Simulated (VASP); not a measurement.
# CdB15N15 (a cell with a defect) in VASP: further runs

CdB15N15 (a cell with a defect) is run at these levels: PBE, r2SCAN; tasks: single point.

Program: VASP 6.6.1. These are calculated values, not measurements. Logs are shortened: lines on timing, memory, paths and dates and some standing lists are left out, and cuts for length are marked.

## (1) The cell of the first run

The cell holds a defect, 31 atoms: a = 6.277 Å, b = 6.277 Å, c = 6.277 Å, α = 109.47°, β = 109.47°, γ = 109.47°.

## (2) Single point, PBE, collinear spin

INCAR

```
SYSTEM = CdB15N15
  PREC = Accurate
  ENCUT = 520
  EDIFF = 1E-6
  ISMEAR = -1
  SIGMA = 0.01
  LREAL = Auto
  LASPH = .True.
  NELM = 200
  ALGO = Normal
  ISIF = 2
  LWAVE = .False.
  LCHARG = .False.
  ISPIN = 2
  MAGMOM = 0.01 0 0 0.01 0 0 0 0 0 0 0 0.01 0 0 0 0.04 0.04 0.04 0.04 0.04 0.3 0.3 0.04 0.04 0.3 0.04 0.01 0.04 0.04 0.01 0.01
  LORBIT = 11
  NUPDOWN = 2.0
  GGA = PE
  NELECT = 130.0
  NBANDS = 91
  GGA_COMPAT = .False.
```

KPOINTS

```
regular mesh
0
Gamma
  1 1 1
  0 0 0
```

POSCAR

```
CdB15N15
1.0
   -3.6241103844      3.6241103844     -3.6241103844
    3.6241103844      3.6241103844      3.6241103844
    3.6241103844     -3.6241103844     -3.6241103844
B Cd N
15 1 15
Direct
   -0.0004158966     -0.0001449405     -0.0297114133
    0.0030767870      0.2570651778      0.7555906299
    0.0030832271      0.5066967951      0.5059605774
   -0.0004150402      0.7214092982      0.2487570654
    0.2567853252      0.0033536702      0.7555892664
    0.2567834326      0.5066930866      0.2522604777
    0.2522480302      0.7521569033      0.0010560861
    0.5064134310      0.0033602655      0.5059563494
    0.5064136435      0.2570580673      0.2522629590
    0.5066251493      0.5069024611      0.0060308803
    0.5066217601      0.7571294050      0.7557965323
    0.7211131697     -0.0001364187      0.2487597745
    0.7518801747      0.2525266787      0.0010541061
    0.7568443105      0.5068904154      0.7557880546
    0.7518792166      0.7521543101      0.5014220896
    0.1371115888      0.1373962674      0.3862876688
    0.0024024474      0.2550419297      0.0046640134
    0.0077982743      0.5056182581      0.7545128097
    0.0024015192      0.7557724856      0.5039358709
    0.2547684300      0.0026763526      0.0046631187
    0.2567417731      0.2570194749      0.7874948981
    0.2567415113      0.5385955010      0.5059200706
    0.2547628253      0.7557669358      0.2515765932
    0.5053408423      0.0080776877      0.7545106991
    0.5383053145      0.2570118908      0.5059124897
    0.5053410574      0.5056165232      0.2569778015
    0.5039836802      0.7537804823      0.0026793946
    0.7554914277      0.0026794831      0.5039383577
    0.7554918364      0.2550436010      0.2515778937
    0.7535016544      0.5042549808      0.0026748698
    0.7534992761      0.7537742240      0.7531510112
```

Potentials or basis: VASP PAW PBE potentials, release 64 (B, Cd, N).

The run is started by

```sh
> cat potpaw_PBE.64/B/POTCAR potpaw_PBE.64/Cd/POTCAR potpaw_PBE.64/N/POTCAR > POTCAR
> mpirun -np 1 vasp_gam > vasp.out
```

OUTCAR:

```text
SYSTEM = CdB15N15
   PREC = Accurate
   ENCUT = 520
   EDIFF = 1E-6
   ISMEAR = -1
   LREAL = Auto
   LASPH = .True.
   NELM = 200
   ISIF = 2
   ISPIN = 2
   LORBIT = 11
   NUPDOWN = 2.0
   GGA = PE
   NELECT = 130.0

 ion  position               nearest neighbor table
   1  1.000  1.000  0.970-  31 1.49  20 1.54  17 1.54  16 2.19
   2  0.003  0.257  0.756-  21 1.54  18 1.55  17 1.57  28 1.58  16 2.68
   3  0.003  0.507  0.506-  22 1.54  18 1.55  19 1.57  29 1.58  16 2.68
   4  1.000  0.721  0.249-  30 1.49  23 1.54  19 1.54  16 2.19
   5  0.257  0.003  0.756-  21 1.54  24 1.55  20 1.57  19 1.58  16 2.68
   6  0.257  0.507  0.252-  22 1.54  26 1.55  23 1.57  17 1.58  16 2.68
   7  0.252  0.752  0.001-  18 1.54  20 1.56  23 1.56  27 1.57
   8  0.506  0.003  0.506-  25 1.54  24 1.55  28 1.57  23 1.58  16 2.68
   9  0.506  0.257  0.252-  25 1.54  26 1.55  29 1.57  20 1.58  16 2.68
  10  0.507  0.507  0.006-  21 1.51  27 1.56  30 1.56  26 1.58
  11  0.507  0.757  0.756-  22 1.51  31 1.56  27 1.56  24 1.58
  12  0.721  1.000  0.249-  27 1.49  28 1.54  29 1.54  16 2.19
  13  0.752  0.253  0.001-  24 1.54  17 1.56  29 1.56  30 1.57
  14  0.757  0.507  0.756-  25 1.51  31 1.56  30 1.56  18 1.58
  15  0.752  0.752  0.501-  26 1.54  19 1.56  28 1.56  31 1.57
  16  0.137  0.137  0.386-  25 2.14  22 2.14  21 2.14   4 2.19   1 2.19  12 2.19   6 2.68   9 2.68
                             3 2.68   8 2.68   2 2.68   5 2.68  29 2.69  17 2.69  28 2.69  19 2.69
  17  0.002  0.255  0.005-   1 1.54  13 1.56   2 1.57   6 1.58  16 2.69
  18  0.008  0.506  0.755-   7 1.54   2 1.55   3 1.55  14 1.58
  19  0.002  0.756  0.504-   4 1.54  15 1.56   3 1.57   5 1.58  16 2.69
  20  0.255  0.003  0.005-   1 1.54   7 1.56   5 1.57   9 1.58  16 2.69
  21  0.257  0.257  0.787-  10 1.51   5 1.54   2 1.54  16 2.14
  22  0.257  0.539  0.506-  11 1.51   3 1.54   6 1.54  16 2.14
  23  0.255  0.756  0.252-   4 1.54   7 1.56   6 1.57   8 1.58  16 2.69
  24  0.505  0.008  0.755-  13 1.54   8 1.55   5 1.55  11 1.58
  25  0.538  0.257  0.506-  14 1.51   9 1.54   8 1.54  16 2.14
  26  0.505  0.506  0.257-  15 1.54   6 1.55   9 1.55  10 1.58
  27  0.504  0.754  0.003-  12 1.49  10 1.56  11 1.56   7 1.57
  28  0.755  0.003  0.504-  12 1.54  15 1.56   8 1.57   2 1.58  16 2.69
  29  0.755  0.255  0.252-  12 1.54  13 1.56   9 1.57   3 1.58  16 2.69
  30  0.754  0.504  0.003-   4 1.49  10 1.56  14 1.56  13 1.57
  31  0.753  0.754  0.753-   1 1.49  14 1.56  11 1.56  15 1.57

  LATTYP: Found a body centered cubic cell.
 ALAT       =     7.2482207688

  Lattice vectors:

 A1 = (  -3.6241103844,   3.6241103844,  -3.6241103844)
 A2 = (   3.6241103844,   3.6241103844,   3.6241103844)
 A3 = (   3.6241103844,  -3.6241103844,  -3.6241103844)

Analysis of symmetry for initial positions (statically):
=====================================================================
 Subroutine PRICEL returns:
 Original cell was already a primitive cell.

 Routine SETGRP: Setting up the symmetry group for a
 body centered cubic supercell.
[... 216 lines left out ...]

 val. band max:        6.9173364578   @ k =   0.0000   0.0000   0.0000
 cond. band min:       7.4127979210   @ k =   0.0000   0.0000   0.0000
 fundamental gap:      0.4954614632
 Fermi energy:         7.1176043885

 spin component 1

 k-point     1 :       0.0000    0.0000    0.0000
  band No.  band energies     occupation
      1     -12.9569      1.00000
      2      -9.9776      1.00000
      3      -9.9775      1.00000
      4      -9.5801      1.00000
      5      -9.5542      1.00000
      6      -9.5541      1.00000
[... 69 lines left out ...]
     76      16.5425      0.00000
     77      16.5579      0.00000
 Fermi energy:         7.1592440442

 spin component 2

 k-point     1 :       0.0000    0.0000    0.0000
  band No.  band energies     occupation
      1     -12.8454      1.00000
      2      -9.7167      1.00000
      3      -9.7166      1.00000
      4      -9.5214      1.00000
      5      -9.5104      1.00000
      6      -9.5103      1.00000
[... 69 lines left out ...]
     76      16.5623      0.00000
     77      16.5934      0.00000
 [bands above 77 left out]

------------------------ aborting loop because EDIFF is reached ----------------------------------------

  FORCE on cell =-STRESS in cart. coord.  units (eV):
  Direction    XX          YY          ZZ          XY          YZ          ZX
  --------------------------------------------------------------------------------------
  -------------------------------------------------------------------------------------
  Total       -1.5939333     -1.6001837     -1.5953751     -2.5233787      2.5198124      2.5149274
  in kB      -13.4127080    -13.4653049    -13.4248411    -21.2338510     21.2038417     21.1627346
  external PRESSURE =     -13.4342847 kB  Pullay stress =       0.0000000 kB

 VOLUME and BASIS-vectors are now :
 -----------------------------------------------------------------------------
  energy-cutoff  :      520.00
  volume of cell :      190.40
      direct lattice vectors                 reciprocal lattice vectors
    -3.624110384  3.624110384 -3.624110384     0.000000000  0.137964893 -0.137964893
     3.624110384  3.624110384  3.624110384     0.137964893  0.137964893  0.000000000
     3.624110384 -3.624110384 -3.624110384     0.137964893  0.000000000 -0.137964893

 POSITION                                       TOTAL-FORCE (eV/Angst)
 -----------------------------------------------------------------------------------
      3.51741      3.72976     -3.51545        -0.334724      0.076504      0.335309
      3.65883     -1.79556     -1.81786         0.121280     -0.112194      0.169320
      3.65881      0.01384     -0.00851         0.122827     -0.169974      0.113164
     -0.10662      5.33555     -1.90966        -0.335194     -0.334912     -0.075284
      1.81987     -1.79557     -3.65680        -0.169951     -0.111383     -0.121907
      1.81992      1.85270     -0.00852        -0.170213      0.122906      0.112298
[... 23 lines left out ...]
     -0.89360      4.54855     -0.91299         0.076365      0.075962     -0.258812
      2.73050      2.73302     -2.72851         0.076407      0.258780     -0.076838
 -----------------------------------------------------------------------------------
    total drift:                               -0.011248     -0.008628      0.012476

  FREE ENERGIE OF THE ION-ELECTRON SYSTEM (eV)
  ---------------------------------------------------
  free  energy   TOTEN  =      -268.0936988226 eV

  energy  without entropy=     -268.0936988226  energy(sigma->0) =     -268.09369882

 total charge

# of ion       s       p       d       tot
------------------------------------------
    1        0.695   1.321   0.000   2.016
    2        0.672   1.353   0.000   2.025
    3        0.672   1.353   0.000   2.025
    4        0.695   1.321   0.000   2.016
    5        0.672   1.353   0.000   2.025
    6        0.672   1.353   0.000   2.025
[... 23 lines left out ...]
   30        1.205   2.770   0.000   3.975
   31        1.205   2.770   0.000   3.975
--------------------------------------------------
tot         28.988  61.693   9.525 100.205

 magnetization (x)

# of ion       s       p       d       tot
------------------------------------------
    1        0.002   0.024   0.000   0.027
    2       -0.002  -0.002   0.000  -0.004
    3       -0.002  -0.002   0.000  -0.004
    4        0.002   0.024   0.000   0.027
    5       -0.002  -0.002   0.000  -0.004
    6       -0.002  -0.002   0.000  -0.004
[... 23 lines left out ...]
   30        0.001   0.015   0.000   0.016
   31        0.001   0.015   0.000   0.016
--------------------------------------------------
tot          0.043   1.505   0.027   1.575
```

OSZICAR:

```text
N       E                     dE             d eps       ncg     rms          rms(c)
DAV:   1     0.115571364810E+04    0.11557E+04   -0.79050E+04   364   0.149E+03
DAV:   2    -0.180657722078E+03   -0.13364E+04   -0.12243E+04   450   0.406E+02
DAV:   3    -0.282136118516E+03   -0.10148E+03   -0.10029E+03   440   0.120E+02
DAV:   4    -0.284004847214E+03   -0.18687E+01   -0.18623E+01   464   0.165E+01
DAV:   5    -0.284034010128E+03   -0.29163E-01   -0.29116E-01   456   0.194E+00    0.283E+01
DAV:   6    -0.269038301784E+03    0.14996E+02   -0.51841E+01   488   0.424E+01    0.195E+01
DAV:   7    -0.268377885740E+03    0.66042E+00   -0.97128E+00   440   0.134E+01    0.101E+01
DAV:   8    -0.268102623071E+03    0.27526E+00   -0.10897E+00   440   0.392E+00    0.460E+00
DAV:   9    -0.268089444317E+03    0.13179E-01   -0.17443E-01   416   0.189E+00    0.129E+00
DAV:  10    -0.268094018435E+03   -0.45741E-02   -0.36389E-02   456   0.828E-01    0.545E-01
DAV:  11    -0.268093456926E+03    0.56151E-03   -0.38522E-03   440   0.310E-01    0.237E-01
DAV:  12    -0.268093624905E+03   -0.16798E-03   -0.16088E-03   416   0.152E-01    0.972E-02
DAV:  13    -0.268093664874E+03   -0.39969E-04   -0.17887E-04   440   0.687E-02    0.490E-02
DAV:  14    -0.268093687386E+03   -0.22512E-04   -0.56650E-05   424   0.288E-02    0.223E-02
DAV:  15    -0.268093696052E+03   -0.86661E-05   -0.76701E-06   440   0.137E-02    0.935E-03
DAV:  16    -0.268093698373E+03   -0.23204E-05   -0.32565E-06   352   0.740E-03    0.434E-03
DAV:  17    -0.268093698823E+03   -0.44976E-06   -0.66924E-07   208   0.404E-03
   1 F= -.26809370E+03 E0= -.26809370E+03  d E =-.130712E-10  mag=     2.0000
```

Run time: 3.9 min. Hardware: 1 thread of Intel Xeon 8259CL, shared host; peak memory 0.4 GiB.

What came out:

| Quantity | Value |
| --- | --- |
| Free energy | -268.0937 eV |
| Largest force | 0.480 eV/Å |
| Net moment | 2.00 μB per cell |
| Site moments | B +0.03, -0.00, +0.01, -0.01 (each value once); Cd +0.08; N +0.04, +0.34, +0.02 (each value once) μB |
| Valence electrons inside the program's atomic spheres | B 2.02, 2.03 (each value once); Cd 10.66; N 3.95, 3.96, 3.90, 3.98 (each value once) |

Forces in eV/Å, atoms in the order of the input:
```
B   -0.335  0.077  0.335
B    0.121 -0.112  0.169
B    0.123 -0.170  0.113
B   -0.335 -0.335 -0.075
B   -0.170 -0.111 -0.122
B   -0.170  0.123  0.112
B   -0.153  0.077 -0.079
B   -0.113 -0.171 -0.123
B   -0.113  0.124  0.171
B   -0.096 -0.152  0.096
B   -0.095 -0.095  0.151
B    0.075 -0.334  0.335
B    0.078  0.078  0.152
B   -0.151 -0.095  0.095
B    0.078 -0.153 -0.078
Cd  -0.030 -0.030  0.031
N    0.110 -0.098 -0.195
N   -0.126  0.003 -0.003
N    0.109  0.194  0.097
N    0.195 -0.098 -0.109
N    0.111  0.357 -0.110
N    0.110  0.111 -0.356
N    0.195  0.110  0.098
N    0.004  0.002  0.126
N    0.357  0.111 -0.111
N    0.004 -0.127 -0.003
N    0.259  0.075 -0.076
N   -0.098  0.194 -0.109
N   -0.098  0.109 -0.195
N    0.076  0.076 -0.259
N    0.076  0.259 -0.077
```

Caveat: the k points lie up to 1.23 Å⁻¹ apart; the cell carries a net charge on a neutralising background, which shifts energy and pressure; the cell is charged against a uniform background, so pressure and absolute levels hang on convention; the total moment is fixed, so each spin has its own Fermi level.

## (3) Single point, r2SCAN

POSCAR

```
CdB15N15
1.0
   -3.6241103844      3.6241103844     -3.6241103844
    3.6241103844      3.6241103844      3.6241103844
    3.6241103844     -3.6241103844     -3.6241103844
B Cd N
15 1 15
Direct
   -0.0004032903     -0.0006441821     -0.0242973609
    0.0068290873      0.2552020712      0.7600240804
    0.0068277573      0.5079943121      0.5072316824
   -0.0004032781      0.7236804754      0.2513885359
    0.2554432945      0.0065870215      0.7600219330
    0.2554417225      0.5079870298      0.2586170338
    0.2503348236      0.7506836158      0.0027150947
    0.5082344054      0.0065863613      0.5072307508
    0.5082323309      0.2551964338      0.2586182598
    0.4992251657      0.4989805390      0.0040499221
    0.4992256361      0.7520205994      0.7510134738
    0.7239314881     -0.0006416519      0.2513920443
    0.7509238802      0.2500892666      0.0027129772
    0.7522667951      0.4989839867      0.7510167369
    0.7509233707      0.7506795650      0.5021197864
    0.1345480233      0.1342929516      0.3863155228
   -0.0005533035      0.2531441464      0.0047730687
    0.0075148323      0.5047673493      0.7567980582
   -0.0005532513      0.7527439313      0.5051749777
    0.2533882819     -0.0007949251      0.0047749396
    0.2523983661      0.2521575329      0.7823174006
    0.2523986250      0.5302913123      0.5041902144
    0.2533867916      0.7527424024      0.2512358428
    0.5050083357      0.0072670426      0.7567965491
    0.5305429467      0.2521596480      0.5041926789
    0.5050072209      0.5047629271      0.2592969065
    0.5022173809      0.7516648440      0.0036966953
    0.7529844979     -0.0007978342      0.5051722707
    0.7529869832      0.2531406417      0.2512346713
    0.7519061003      0.5019694269      0.0036941306
    0.7519026014      0.7516598911      0.7539982886
```

INCAR.step1

```
SYSTEM = CdB15N15
ALGO = Normal ; EDIFF = 1E-5
ENCUT = 580 ; GGA = PE
GGA_COMPAT = .FALSE. ; ISMEAR = -1
LASPH = .TRUE. ; LCHARG = .FALSE.
LREAL = Auto ; LWAVE = .TRUE.
NBANDS = 87 ; NELM = 120
PREC = Accurate ; SIGMA = 0.01
```

INCAR.step2

```
SYSTEM = CdB15N15
ALGO = Normal ; EDIFF = 1E-6
ENCUT = 580 ; GGA_COMPAT = .FALSE.
ISIF = 2 ; ISMEAR = -1
ISTART = 1 ; LASPH = .TRUE.
LCHARG = .TRUE. ; LELF = .TRUE.
LMIXTAU = .TRUE. ; LREAL = Auto
LVHAR = .TRUE. ; LWAVE = .FALSE.
METAGGA = R2SCAN ; NBANDS = 87
NELM = 120 ; PREC = Accurate
SIGMA = 0.01
```

KPOINTS

```
Automatic mesh
0
Gamma
  1 1 1
  0.25 0.25 0.25
```

Potentials or basis: VASP PAW PBE potentials, release 64 (B, Cd, N).

The run is started by

```sh
> cat potpaw_PBE.64/B/POTCAR potpaw_PBE.64/Cd/POTCAR potpaw_PBE.64/N/POTCAR > POTCAR
> cp INCAR.step1 INCAR
> mpirun -np 1 vasp_std > vasp.out
> cp INCAR.step2 INCAR
> mpirun -np 1 vasp_std > vasp.out
```

Wall time 7 min (1 thread of Intel Xeon 8259CL, shared host); peak memory 0.39 GiB.

The run converged. Its results:

```yaml
Free_energy: -299.3842 eV
Pressure: 14.5 GPa
Largest_force: 0.122 eV/Å
Band_gap_on_the_k_mesh: 4.55 eV
```

Forces in eV/Å, atoms in the order of the input:
```
B   -0.086  0.004  0.086
B   -0.009  0.075 -0.081
B   -0.005  0.082 -0.079
B   -0.084 -0.083 -0.002
B    0.081  0.075  0.008
B    0.081 -0.009 -0.073
B   -0.025 -0.024  0.026
B    0.078  0.083  0.003
B    0.074 -0.009 -0.080
B   -0.046 -0.094  0.046
B   -0.051 -0.050  0.090
B    0.001 -0.083  0.084
B   -0.028 -0.025  0.025
B   -0.090 -0.050  0.053
B   -0.028 -0.022  0.029
Cd  -0.025 -0.031  0.025
N   -0.019 -0.040  0.000
N    0.028  0.012 -0.012
N   -0.018  0.000  0.039
N    0.000 -0.040  0.019
N    0.069 -0.062 -0.070
N    0.069  0.070  0.061
N    0.001 -0.018  0.040
N    0.013  0.012 -0.028
N   -0.061  0.069 -0.069
N    0.011  0.028 -0.012
N    0.087  0.029 -0.029
N   -0.039  0.001  0.018
N   -0.039 -0.017  0.000
N    0.029  0.029 -0.087
N    0.029  0.087 -0.029
```

Stress tensor (GPa, compression positive):
```
14.48 -5.04  5.04
-5.04 14.48  5.04
 5.04  5.04 14.48
```

Levels at points of the mesh, in eV from the valence-band top:
| k point | band 62 | band 63 | band 64 | band 65 | band 66 | band 67 | band 68 | band 69 | band 70 | band 71 |
| --- | --- | --- | --- | --- | --- | --- | --- | --- | --- | --- |
| (0.25, 0.25, 0.25) | -1.62 | -1.62 | -0.79 | 0.00 | 0.00 | 4.55 | 4.55 | 7.48 | 7.57 | 7.81 |

Caveat: the k points lie up to 1.23 Å⁻¹ apart; the PAW data sets were made with another functional, which shifts forces and pressure a little.
